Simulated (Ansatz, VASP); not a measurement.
**One calculation of W, two programs**

Contents of POSCAR:

```
W
1.0
    0.0000000000      1.9538750000      2.0300000000
    2.0300000000      0.0000000000      2.0300000000
    2.0300000000      1.9538750000      0.0000000000
W
1
Direct
    0.0000000000      0.0000000000      0.0000000000
```

INCAR.step1

```
PREC = Accurate
ENCUT = 520
ISMEAR = 0
SIGMA = 0.15
LREAL = F
LASPH = T
NELM = 60
NBANDS = 13
GGA = PE
ALGO = Normal
EDIFF = 1E-4
LWAVE = T
LCHARG = F
```

File INCAR.step2:

```
PREC = Accurate
ENCUT = 520
EDIFF = 1E-6
ISMEAR = 0
SIGMA = 0.15
LREAL = F
LASPH = T
NELM = 60
ALGO = Normal
ISIF = 2
LWAVE = F
LCHARG = F
METAGGA = R2SCAN
LMIXTAU = T
NBANDS = 13
ISTART = 1
```

Contents of KPOINTS:

```
Automatic mesh
0
Gamma
  20 20 20
```

Input for Ansatz:

```yaml
crystal:
  lattice:
    - [0.0, 1.953875, 2.03]
    - [2.03, 0.0, 2.03]
    - [2.03, 1.953875, 0.0]
  atoms:
    - { symbol: W, position: [0.0, 0.0, 0.0] }
basis:
  ecutwfc: 500
kpoints:
  mp_grid: { grid: [20, 20, 20] }
hamiltonian:
  xc: r2scan
scf:
  occupations: { method: gaussian, width: 0.15 }
output:
  forces: true
  stress: true
  eigenvalues: true
```

Change from the starting cell: strain -0.0375 x Voigt [0, 1, 0, 0, 0, 0], atoms carried along.

Alike in both runs: task single point; functional r2SCAN; k mesh 20 × 20 × 20; occupations gaussian, width 0.15 eV; no spin polarisation.

|  | VASP | Ansatz |
| --- | --- | --- |
| version | VASP 6.6.1 | Ansatz 0.2.0 |
| potentials or method | VASP PAW PBE potentials, release 64 (W_sv), cutoff 520 eV | scalar-relativistic, plane waves, PAW |
| valence electrons in the cell | 14 | 14 |

VASP gave:

| Quantity | Value |
| --- | --- |
| gap on the k mesh at the Fermi level (eV) | none |
| pressure (GPa) | 3.2 |
| traceless stress, the component that is largest in VASP (GPa) | -10.95 |

Q: Which values does Ansatz return?

A: gap on the k mesh at the Fermi level (eV): none; pressure (GPa): 2.0; traceless stress, the component that is largest in VASP (GPa): -10.86.

VASP's potentials were made for PBE, not for r2SCAN. A gap of «none» marks a metal or a gap that the smearing closes.

Neither program's run includes spin-orbit coupling.
